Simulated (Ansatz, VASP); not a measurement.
## One calculation of LiAl3O, two programs

```
CELL_PARAMETERS angstrom
2.84997 0.00000 0.00000
-1.42499 2.46815 0.00000
0.00000 0.00000 18.92707
ATOMIC_POSITIONS crystal
Li 0.66667 0.33333 0.12541
Li 0.33333 0.66667 0.87459
Al 0.00000 0.00000 0.00000
Al 0.00000 0.00000 0.74832
Al 0.66667 0.33333 0.62688
Al 0.00000 0.00000 0.25168
Al 0.33333 0.66667 0.37312
Al 0.00000 0.00000 0.50000
O 0.33333 0.66667 0.05382
O 0.66667 0.33333 0.94618
```

Alike in both runs: task relaxation of cell and atoms; functional PBE; k mesh 12 × 12 × 2; occupations gaussian, width 0.1 eV; no spin polarisation.

|  | VASP | Ansatz |
| --- | --- | --- |
| version | VASP 6.6.1 | Ansatz 0.2.0 |
| potentials or method | VASP PAW PBE potentials, release 64 (Li_sv, Al, O), cutoff 600 eV | scalar-relativistic, plane waves, PAW |
| valence electrons in the cell | 36 | 36 |

VASP gave:

```
gap on the k mesh at the Fermi level, each at its own relaxed structure (eV) : none
relaxed volume (Å³/atom)                                                     : 13.28
relaxed length of the cell vector where the two differ most in proportion (Å)              : 2.848
```

Task: Estimate Ansatz's values.

Result: gap on the k mesh at the Fermi level, each at its own relaxed structure (eV): none; relaxed volume (Å³/atom): 13.31; relaxed length of the cell vector where the two differ most in proportion (Å): 2.850.

A gap of «none» marks a metal or a gap that the smearing closes.

Noted on VASP's run: the cutoff is under 1.25 times that of the potentials, so the pressure is a little rough.
